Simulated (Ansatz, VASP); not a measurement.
## Ge2Te3O in VASP and in Ansatz

```
CELL_PARAMETERS angstrom
3.48981 2.01484 3.34572
-3.48981 2.01484 3.34572
0.00000 -4.02969 3.34572
ATOMIC_POSITIONS crystal
Ge 0.63318 0.63318 0.63318
Ge 0.36682 0.36682 0.36682
Te 0.00000 0.00000 0.50000
Te 0.00000 0.50000 0.00000
Te 0.50000 0.00000 0.00000
O 0.00000 0.00000 0.00000
```

Change from the starting cell: species swapped into the Y2GeRh3 type (R-3m, No. 166).

Alike in both runs: functional PBE; k mesh 6 × 6 × 6; occupations gaussian, width 0.1 eV; no spin polarisation.

Ansatz relaxed the structure, and its values are those at the end. VASP's run is a single point on that final structure, the one shown.

```csv
,VASP,Ansatz
version,VASP 6.6.1,Ansatz 0.2.0
potentials or method,"VASP PAW PBE potentials, release 64 (Ge_d, Te, O), cutoff 600 eV","scalar-relativistic, plane waves, PAW"
valence electrons in the cell,52,82
```

|  | VASP | Ansatz | Ansatz less VASP |
| --- | --- | --- | --- |
| gap on the k mesh at the Fermi level (eV) | none | none | - |
| pressure (GPa) | -0.1 | 0.0 | +0.10 |

A gap of «none» marks a metal or a gap that the smearing closes. VASP's potentials hold 52 valence electrons a cell and Ansatz's 82, so a difference there can come from the potentials and not from the codes.

Neither program's run includes spin-orbit coupling.
